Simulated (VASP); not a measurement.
A run of VASP 6.6.1 is set up as follows.

INCAR

```
SYSTEM = InO
ALGO = Normal
EDIFF = 1E-6
ENCUT = 520
GGA = PE
ISIF = 2
ISMEAR = 0
LASPH = .True.
LCHARG = .True.
LELF = .True.
LREAL = .False.
LVHAR = .True.
LWAVE = .False.
NBANDS = 27
NELM = 60
PREC = Accurate
SIGMA = 0.03
```

File KPOINTS:

```
k-points
0
Gamma
  12 12 4
  0 0 0
```

POSCAR

```
InO
1.0
    3.1644093112      0.0000000000      0.0000000000
   -1.5822046556      2.7404588514      0.0000000000
    0.0000000000      0.0000000000     18.9118238907
In O
2 2
Direct
    0.6666666667      0.3333333333      0.5900210000
    0.6666666667      0.3333333333      0.4099790000
    0.0000000000      0.0000000000      0.6398670000
    0.0000000000      0.0000000000      0.3601330000
```

Potentials or basis: VASP PAW PBE potentials, release 64 (In_d, O).

Run with:

```bash
$ cat potpaw_PBE.64/In_d/POTCAR potpaw_PBE.64/O/POTCAR > POTCAR
$ mpirun -np 1 vasp_std > vasp.out
```

Question: Predict the band gap on the k mesh.

Answer: Zero (band 19 reaches -1.03 eV, above the bottom of band 20 at -1.89 eV).

Question: Estimate the largest force.

Answer: 1.418 eV/Å.

Forces on the atoms (eV/Å):
```
In   0.000  0.000 -1.418
In   0.000  0.000  1.418
O    0.000  0.000  0.483
O    0.000  0.000 -0.483
```

Caveat: spin-orbit coupling is left out, which moves the levels of the heavy elements.
